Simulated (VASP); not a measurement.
GaS5:

```
CELL_PARAMETERS angstrom
6.00584 0.00000 0.00000
-3.00292 5.20121 0.00000
0.00000 0.00000 3.40598
ATOMIC_POSITIONS crystal
Ga 0.00000 0.00000 0.50000
S 0.00000 0.31724 0.00000
S 0.68276 0.68276 0.00000
S 0.31724 0.00000 0.00000
S 0.66667 0.33333 0.50000
S 0.33333 0.66667 0.50000
```

```yaml
Program: VASP 6.6.1
Task: relaxation of cell and atoms
Functional: PBE
Potentials_or_basis: VASP PAW PBE potentials, release 64 (Ga_d, S)
Cutoff: 600 eV
k_mesh: 3 × 3 × 6
Occupations: gaussian, width 0.1 eV
Spin: no spin polarisation
```

At the start: pressure -0.3 GPa; volume 17.73 Å³/atom.

Question: How do energy, volume and symmetry change on relaxing?

Answer: Over 5 steps the energy falls by 11.4 meV/atom and the volume is 17.60 Å³/atom (-0.7 %); space group P-62m (No. 189, to 0.05 Å).

Step by step:
| step | energy change (eV) | largest force (eV/Å) | pressure (GPa) | volume (Å³) |
| --- | --- | --- | --- | --- |
| 1 | 0.0000 | 0.3469 | -0.35 | 106.39 |
| 2 | -0.0220 | 0.3122 | -0.16 | 105.80 |
| 3 | -0.0517 | 0.1647 | 0.54 | 104.05 |
| 4 | -0.0660 | 0.0672 | 0.07 | 104.99 |
| 5 | -0.0686 | 0.0108 | -0.19 | 105.63 |

Final structure:
```
Ga S
1.0
     5.94975    0.00000    0.00000
    -2.97488    5.15264    0.00000
     0.00000    0.00000    3.44541
Ga S
1 5
Direct
  0.00000 0.00000 0.50000
  0.00000 0.33571 0.00000
  0.66429 0.66429 0.00000
  0.33571 0.00000 0.00000
  0.66667 0.33333 0.50000
  0.33333 0.66667 0.50000
```

Caveat: the k points lie up to 0.41 Å⁻¹ apart in the final cell.
